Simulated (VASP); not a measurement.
# SnGe3Te4 (I4/mmm) in VASP: single point with PBE

Aim: the single point of SnGe3Te4 with PBE.

Everything below comes from runs of VASP 6.6.1. Logs are shortened: lines on timing, memory, paths and dates and some standing lists are left out, and cuts for length are marked.

## (1) The cell of the first run

It takes space group I4/mmm (No. 139, tetragonal). Conventional cell: a = 6.122 Å, b = 6.122 Å, c = 12.228 Å, α = 90.00°, β = 90.00°, γ = 90.00°. Within 4.0 Å of Sn (site symmetry 4/mmm) lie 6 Te at 3.06 to 3.14 Å. Within 4.0 Å of Ge (site symmetry -4m2) lie 6 Te at 3.06 Å. Within 3.9 Å of Ge (site symmetry 4/mmm) lie 6 Te at 2.97 to 3.06 Å. Te (site symmetry mmm) has 4 Ge at 3.06 Å and 2 Sn at 3.06 Å within 4.0 Å. Te (site symmetry 4mm) has 5 Ge at 2.97 to 3.06 Å and 1 Sn at 3.14 Å within 3.9 Å.

## (2) Single point, PBE

Input file INCAR:

```
SYSTEM = SnGe3Te4
PREC     = Accurate       ! precision mode
ENCUT    = 520            ! plane-wave cutoff, eV
EDIFF    = 1E-6           ! SCF threshold, eV
ISMEAR   = 0              ! smearing method
SIGMA    = 0.1            ! smearing width, eV
LREAL    = .FALSE.        ! projectors in reciprocal space
LASPH    = .TRUE.         ! aspherical terms in the spheres
NELM     = 60             ! most SCF steps
ALGO     = Normal         ! electronic algorithm
ISIF     = 2              ! what is computed and relaxed
LWAVE    = .FALSE.        ! write WAVECAR
LCHARG   = .FALSE.        ! write CHGCAR
GGA      = PE             ! functional
NBANDS   = 50             ! bands
```

Input file KPOINTS:

```
regular mesh
0
G
  4 4 4
  0 0 0
```

Input file POSCAR:

```
SnGe3Te4
1.0
   -3.0609880000      3.0609880000      6.1139390000
    3.0609880000     -3.0609880000      6.1139390000
    3.0609880000      3.0609880000     -6.1139390000
Sn Ge Te
1 3 4
Direct
    0.5000000000      0.5000000000      0.0000000000
    0.2500000000      0.7500000000      0.5000000000
    0.0000000000      0.0000000000      0.0000000000
    0.7500000000      0.2500000000      0.5000000000
    0.0000000000      0.5000000000      0.5000000000
    0.7567400000      0.7567400000      0.0000000000
    0.5000000000      0.0000000000      0.5000000000
    0.2432600000      0.2432600000      0.0000000000
```

Potentials or basis: VASP PAW PBE potentials, release 64 (Sn_d, Ge_d, Te).

Launch:

```console
> cat potpaw_PBE.64/Sn_d/POTCAR potpaw_PBE.64/Ge_d/POTCAR potpaw_PBE.64/Te/POTCAR > POTCAR
> mpirun -np 1 vasp_std > vasp.out
```

OUTCAR:

```text
SYSTEM = SnGe3Te4
   PREC = Accurate
   ENCUT = 520
   EDIFF = 1E-6
   ISMEAR = 0
   LREAL = .FALSE.
   LASPH = .TRUE.
   NELM = 60
   ISIF = 2
   GGA = PE

 ion  position               nearest neighbor table
   1  0.500  0.500  0.000-   5 3.06   7 3.06   7 3.06   5 3.06   6 3.14   8 3.14
   2  0.250  0.750  0.500-   5 3.06   7 3.06   6 3.06   8 3.06   6 3.06   8 3.06
   3  0.000  0.000  0.000-   6 2.97   8 2.97   7 3.06   5 3.06   5 3.06   7 3.06
   4  0.750  0.250  0.500-   5 3.06   7 3.06   6 3.06   8 3.06   6 3.06   8 3.06
   5  0.000  0.500  0.500-   2 3.06   4 3.06   3 3.06   1 3.06   3 3.06   1 3.06
   6  0.757  0.757  0.000-   3 2.97   2 3.06   4 3.06   4 3.06   2 3.06   1 3.14
   7  0.500  0.000  0.500-   2 3.06   4 3.06   3 3.06   1 3.06   1 3.06   3 3.06
   8  0.243  0.243  0.000-   3 2.97   2 3.06   4 3.06   2 3.06   4 3.06   1 3.14

  LATTYP: Found a body centered tetragonal cell.
 ALAT       =     6.1219760000
 C/A-ratio  =     1.9973743772

  Lattice vectors:

 A1 = (  -3.0609880000,   3.0609880000,   6.1139390000)
 A2 = (   3.0609880000,  -3.0609880000,   6.1139390000)
 A3 = (   3.0609880000,   3.0609880000,  -6.1139390000)

Analysis of symmetry for initial positions (statically):
=====================================================================
 Subroutine PRICEL returns:
 Original cell was already a primitive cell.

 Routine SETGRP: Setting up the symmetry group for a
 body centered tetragonal supercell.

 Subroutine GETGRP returns: Found 16 space group operations
 (whereof 16 operations were pure point group operations)
 out of a pool of 16 trial point group operations.

The static configuration has the point symmetry D_4h.

Analysis of symmetry for dynamics (positions and initial velocities):
=====================================================================
 Subroutine PRICEL returns:
 Original cell was already a primitive cell.

 Routine SETGRP: Setting up the symmetry group for a
 body centered tetragonal supercell.

 Subroutine GETGRP returns: Found 16 space group operations
 (whereof 16 operations were pure point group operations)
 out of a pool of 16 trial point group operations.

The dynamic configuration has the point symmetry D_4h.

 Subroutine INISYM returns: Found 16 space group operations
 (whereof 16 operations are pure point group operations),
 and found     1 'primitive' translations

----------------------------------------------------------------------------------------

                                     Primitive cell

  volume of cell :     229.1418

  direct lattice vectors                    reciprocal lattice vectors
    -3.060988000  3.060988000  6.113939000     0.000000000  0.163345952  0.081780338
     3.060988000 -3.060988000  6.113939000     0.163345952  0.000000000  0.081780338
     3.060988000  3.060988000 -6.113939000     0.163345952  0.163345952  0.000000000

  length of vectors
     7.491297963  7.491297963  7.491297963     0.182674366  0.182674366  0.231006061

  position of ions in fractional coordinates (direct lattice)
     0.500000000  0.500000000  0.000000000
     0.250000000  0.750000000  0.500000000
     0.000000000  0.000000000  0.000000000
     0.750000000  0.250000000  0.500000000
     0.000000000  0.500000000  0.500000000
     0.756740000  0.756740000  0.000000000
     0.500000000  0.000000000  0.500000000
     0.243260000  0.243260000  0.000000000

  ion indices of the primitive-cell ions
   primitive index   ion index
                 1           1
                 2           2
                 3           3
                 4           4
                 5           5
                 6           6
                 7           7
                 8           8

----------------------------------------------------------------------------------------

 KPOINTS: regular mesh

Automatic generation of k-mesh.
 Grid dimensions read from file:
 generate k-points for:    4    4    4

 Generating k-lattice:

  Cartesian coordinates                     Fractional coordinates (reciprocal lattice)
     0.000000000  0.040836488  0.020445085     0.250000000  0.000000000  0.000000000
     0.040836488  0.000000000  0.020445085     0.000000000  0.250000000  0.000000000
     0.040836488  0.040836488  0.000000000     0.000000000  0.000000000  0.250000000

  Length of vectors
     0.045668591  0.045668591  0.057751515

  Shift w.r.t. Gamma in fractional coordinates (k-lattice)
     0.000000000  0.000000000  0.000000000

 Subroutine IBZKPT returns following result:
 ===========================================

 Found     13 irreducible k-points:

 Following reciprocal coordinates:
            Coordinates               Weight
  0.000000  0.000000  0.000000      1.000000
  0.250000 -0.000000  0.000000      8.000000
  0.500000 -0.000000  0.000000      4.000000
  0.250000  0.250000  0.000000      8.000000
  0.500000  0.250000  0.000000     16.000000
 -0.250000  0.250000  0.000000      4.000000
  0.500000  0.500000  0.000000      2.000000
  0.250000  0.250000  0.250000      2.000000
 -0.250000  0.250000  0.250000      4.000000
  0.500000  0.500000  0.250000      4.000000
 -0.250000  0.500000  0.250000      8.000000
 -0.250000 -0.250000  0.250000      2.000000
  0.500000  0.500000  0.500000      1.000000
   k-points           NKPTS =     13   k-points in BZ     NKDIM =     13   number of bands    NBANDS=     50
   number of dos      NEDOS =    301   number of ions     NIONS =      8
   total plane-waves  NPLWV = 175616
   dimension x,y,z NGX =    56 NGY =   56 NGZ =   56
   dimension x,y,z NGXF=   112 NGYF=  112 NGZF=  112
   ions per type =               1   3   4
   NGX,Y,Z   is equivalent  to a cutoff of  12.43, 12.43, 12.43 a.u.
   NGXF,Y,Z  is equivalent  to a cutoff of  24.85, 24.85, 24.85 a.u.
 SYSTEM =  SnGe3Te4
   PREC   = accura    normal or accurate (medium, high low for compatibility)
   ISTART =      0    job   : 0-new  1-cont  2-samecut
   ICHARG =      2    charge: 1-file 2-atom 10-const
   ISPIN  =      1    spin polarized calculation?
   LNONCOLLINEAR =      F non collinear calculations
   LSORBIT =      F    spin-orbit coupling
   LASPH  =      T    aspherical Exc in radial PAW
   ENCUT  =  520.0 eV  38.22 Ry    6.18 a.u.  13.93 13.93 13.93*2*pi/ulx,y,z
   NELM   =     60;   NELMIN=  2; NELMDL= -5     # of ELM steps
   EDIFF  = 0.1E-05   stopping-criterion for ELM
   LREAL  =      F    real-space projection
   EDIFFG = 0.1E-04   stopping-criterion for IOM
   NSW    =      0    number of steps for IOM
   IBRION =     -1    ionic relax: 0-MD 1-quasi-New 2-CG
   NFREE  =      0    steps in history (QN), initial steepest desc. (CG)
   ISIF   =      2    stress and relaxation
   ISYM   =      2    0-nonsym 1-usesym 2-fastsym
   POTIM  = 0.5000    time-step for ionic-motion
   TEBEG  =    0.0;   TEEND  =   0.0 temperature during run
   PSTRESS=    0.0 pullay stress
   NELECT =      80.0000    total number of electrons
   NUPDOWN=      -1.0000    fix difference up-down
   EMIN   =  10.00;   EMAX   =-10.00  energy-range for DOS
   EFERMI =   0.00;   METHOD = LEGACY
   ISMEAR =     0;   SIGMA  =   0.10  broadening in eV -4-tet -1-fermi 0-gaus
   EFERMI_NEDOS =   21; number of points for ismear=-14 and -15
   IALGO  =     38    algorithm
   IMIX   =      4    mixing-type and parameters
     AMIX     =   0.40;   BMIX     =  1.00
     AMIX_MAG =   1.60;   BMIX_MAG =  1.00
  volume/ion in A,a.u.               =      28.64       193.29
  Fermi-wavevector in a.u.,A,eV,Ry     =   1.152754  2.178390 18.079996  1.328842
  Thomas-Fermi vector in A             =   2.289403
   LORBIT       =      0    0 simple, 1 ext, 2 COOP (PROOUT), +10 PAW based schemes
   GGA     = PE    functional components
   LHFCALC =     F    Hartree Fock is set to
   AEXX    =    0.0000 exact exchange contribution
   IVDW    =     0    specifies the selected vdW correction
   LEPSILON=     F    determine dielectric tensor
   LRPA    =     F    only Hartree local field effects (RPA)
 non-spin polarized calculation
 Gauss-broadening in eV      SIGMA  =   0.10
  energy-cutoff  :      520.00
  volume of cell :      229.14
 maximum number of plane-waves:      6204
   NGX = 27   NGY = 27   NGZ = 27

 number of electron      80.0000032 magnetization

 Free energy of the ion-electron system (eV)
  ---------------------------------------------------
  ext. energy  EPLUGINS =         0.00000000
  ---------------------------------------------------
  free energy    TOTEN  =       -30.82439632 eV

  energy without entropy =      -30.81908935  energy(sigma->0) =      -30.82174284

 E-fermi :   6.2566     XC(G=0):  -9.6274

 val. band max:        5.6959401939   @ k =   0.5000   0.5000   0.0000
 cond. band min:       6.2816577299   @ k =   0.5000   0.5000   0.0000
 fundamental gap:      0.5857175360
 Fermi energy:         6.2565662093

 k-point     1 :       0.0000    0.0000    0.0000
  band No.  band energies     occupation
      1     -19.0217      2.00000
      2     -19.0212      2.00000
      3     -19.0199      2.00000
      4     -19.0183      2.00000
      5     -19.0164      2.00000
      6     -19.0161      2.00000
[... 42 lines left out ...]
     49      11.1413      0.00000
     50      11.1545      0.00000

 k-point     2 :       0.2500   -0.0000    0.0000
  band No.  band energies     occupation
      1     -19.0214      2.00000
      2     -19.0208      2.00000
      3     -19.0202      2.00000
      4     -19.0187      2.00000
      5     -19.0161      2.00000
      6     -19.0160      2.00000
[... 42 lines left out ...]
     49      10.4310      0.00000
     50      10.5604      0.00000

 k-point     3 :       0.5000   -0.0000    0.0000
  band No.  band energies     occupation
      1     -19.0208      2.00000
      2     -19.0208      2.00000
      3     -19.0197      2.00000
      4     -19.0197      2.00000
      5     -19.0159      2.00000
      6     -19.0159      2.00000
[... 519 lines left out ...]
     49      10.5106      0.00000
     50      10.6929      0.00000

 k-point    13 :       0.5000    0.5000    0.5000
  band No.  band energies     occupation
      1     -19.0216      2.00000
      2     -19.0213      2.00000
      3     -19.0200      2.00000
      4     -19.0183      2.00000
      5     -19.0164      2.00000
      6     -19.0161      2.00000
[... 42 lines left out ...]
     49      10.1346      0.00000
     50      10.1346      0.00000

------------------------ aborting loop because EDIFF is reached ----------------------------------------

  FORCE on cell =-STRESS in cart. coord.  units (eV):
  Direction    XX          YY          ZZ          XY          YZ          ZX
  --------------------------------------------------------------------------------------
  -------------------------------------------------------------------------------------
  Total       -0.0720264     -0.0720264     -0.3506419      0.0000000     -0.0000000      0.0000000
  in kB       -0.5036145     -0.5036145     -2.4517156      0.0000000     -0.0000000      0.0000000
  external PRESSURE =      -1.1529815 kB  Pullay stress =       0.0000000 kB

 VOLUME and BASIS-vectors are now :
 -----------------------------------------------------------------------------
  energy-cutoff  :      520.00
  volume of cell :      229.14
      direct lattice vectors                 reciprocal lattice vectors
    -3.060988000  3.060988000  6.113939000     0.000000000  0.163345952  0.081780338
     3.060988000 -3.060988000  6.113939000     0.163345952  0.000000000  0.081780338
     3.060988000  3.060988000 -6.113939000     0.163345952  0.163345952  0.000000000

 POSITION                                       TOTAL-FORCE (eV/Angst)
 -----------------------------------------------------------------------------------
      0.00000      0.00000      6.11394        -0.000000     -0.000000     -0.000000
      3.06099      0.00000      3.05697        -0.000000     -0.000000     -0.000000
      0.00000      0.00000      0.00000        -0.000000     -0.000000     -0.000000
      0.00000      3.06099      3.05697        -0.000000     -0.000000     -0.000000
      3.06099      0.00000      0.00000        -0.000000     -0.000000     -0.000000
      0.00000      0.00000      9.25332         0.000000      0.000000     -0.010351
      0.00000      3.06099      0.00000        -0.000000     -0.000000     -0.000000
      0.00000      0.00000      2.97455        -0.000000     -0.000000      0.010351
 -----------------------------------------------------------------------------------
    total drift:                               -0.000000     -0.000000      0.000000

  FREE ENERGIE OF THE ION-ELECTRON SYSTEM (eV)
  ---------------------------------------------------
  free  energy   TOTEN  =       -30.8243963175 eV

  energy  without entropy=      -30.8190893529  energy(sigma->0) =      -30.82174284
```

Wall time 5.6 min (1 thread of Oxide Virtual Turin-like, shared host); peak memory 0.46 GiB.

Results:

- Free energy: -30.8244 eV
- Pressure: -0.1 GPa
- Largest force: 0.010 eV/Å

Forces in eV/Å, atoms in the order of the input:
```
Sn   0.000  0.000  0.000
Ge   0.000  0.000  0.000
Ge   0.000  0.000  0.000
Ge   0.000  0.000  0.000
Te   0.000  0.000  0.000
Te   0.000  0.000 -0.010
Te   0.000  0.000  0.000
Te   0.000  0.000  0.010
```

Caveat: the k points lie up to 0.36 Å⁻¹ apart; spin-orbit coupling is left out, which moves the levels of the heavy elements.
